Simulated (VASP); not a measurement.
## RuAu: single point with BLYP

The system is RuAu.

```xyz
2
Lattice="3.1648 0.0000 0.0000 0.0000 3.1648 0.0000 0.0000 0.0000 3.1648" Properties=species:S:1:pos:R:3 pbc="T T T"
Ru    0.0000    0.0000    0.0000
Au    1.5824    1.5824    1.5824
```

| Item | Value |
| --- | --- |
| Program | VASP 6.6.1 |
| Task | single point |
| Functional | BLYP |
| Potentials or basis | VASP PAW PBE potentials, release 64 (Ru_pv, Au) |
| Cutoff | 500 eV |
| k mesh | 5 × 5 × 5 |
| Occupations | fermi-dirac, width 0.05 eV |
| Spin | no spin polarisation |
| Dipole correction | no |
| Further INCAR settings | ALGO = Normal; EDIFF = 1e-06; NBANDS = 20 |

```
Pressure : 12.4 GPa
```

Levels at points of the mesh, in eV from the Fermi level:
```tsv
k point	band 9	band 10	band 11	band 12	band 13	band 14	band 15	band 16
(0.00, 0.00, 0.00)	-4.24	-1.06	-1.06	0.60	0.60	0.60	7.88	7.88
```

Wall time 9.7 s on 1 thread of Intel(R) Xeon(R) Platinum 8559C (Emerald Rapids), with other jobs on the host, peak memory 0.13 GiB.

Caveat: the k points lie up to 0.40 Å⁻¹ apart; the PAW data sets were made with another functional, which shifts forces and pressure a little; spin-orbit coupling is left out, which moves the levels of the heavy elements.
